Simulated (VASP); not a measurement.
Wanted: the native input for a VASP 6.6.1 run.

| Quantity | Value |
| --- | --- |
| Task | single point |
| Functional | r2SCAN |
| Potentials or basis | VASP PAW PBE potentials, release 64 (K_sv, F) |
| Cutoff | 520 eV |
| k mesh | 6 × 6 × 6 |
| Occupations | gaussian, width 0.01 eV |
| Spin | no spin polarisation |
| Dipole correction | no |
| Further INCAR settings | ALGO = Normal; EDIFF = 1e-06; NBANDS = 15 |

KF (Carobbiite):

```
K F
1.0
     0.00000    2.65896    2.65896
     2.65896    0.00000    2.65896
     2.65896    2.65896    0.00000
K F
1 1
Direct
  0.00000 0.00000 0.00000
  0.50000 0.50000 0.50000
```

These files were run (other wordings do the same):

POSCAR

```
KF
1.0
    0.0000000000      2.6589566738      2.6589566738
    2.6589566738      0.0000000000      2.6589566738
    2.6589566738      2.6589566738      0.0000000000
K F
1 1
Direct
    0.0000000000      0.0000000000      0.0000000000
    0.5000000000      0.5000000000      0.5000000000
```

INCAR.step1

```
PREC = Accurate ; ENCUT = 520
ISMEAR = 0 ; SIGMA = 0.01
LREAL = F ; LASPH = T
NELM = 80 ; NBANDS = 15
GGA = PE ; ALGO = Normal
EDIFF = 1E-4 ; LWAVE = T
LCHARG = F
```

INCAR.step2

```
PREC = Accurate ; ENCUT = 520
EDIFF = 1E-6 ; ISMEAR = 0
SIGMA = 0.01 ; LREAL = F
LASPH = T ; NELM = 80
ALGO = Normal ; ISIF = 2
LWAVE = F ; LCHARG = T
METAGGA = R2SCAN ; LMIXTAU = T
LELF = T ; LVHAR = T
NBANDS = 15 ; ISTART = 1
```

KPOINTS

```
regular mesh
0
Gamma
  6 6 6
```

Potentials or basis: VASP PAW PBE potentials, release 64 (K_sv, F).

Command:

```sh
$ cat potpaw_PBE.64/K_sv/POTCAR potpaw_PBE.64/F/POTCAR > POTCAR
$ cp INCAR.step1 INCAR
$ mpirun -np 1 vasp_std > vasp.out
$ cp INCAR.step2 INCAR
$ mpirun -np 1 vasp_std > vasp.out
```

Results of the run:

```json
{
 "Pressure": "0.0 GPa",
 "Band gap on the k mesh": "6.91 eV, direct"
}
```

Caveat: the PAW data sets were made with another functional, which shifts forces and pressure a little.

Wall time 33 s on 1 thread of Intel(R) Xeon(R) Platinum 8375C CPU @ 2.90GHz (Ice Lake) (shared host), peak memory 0.16 GiB.
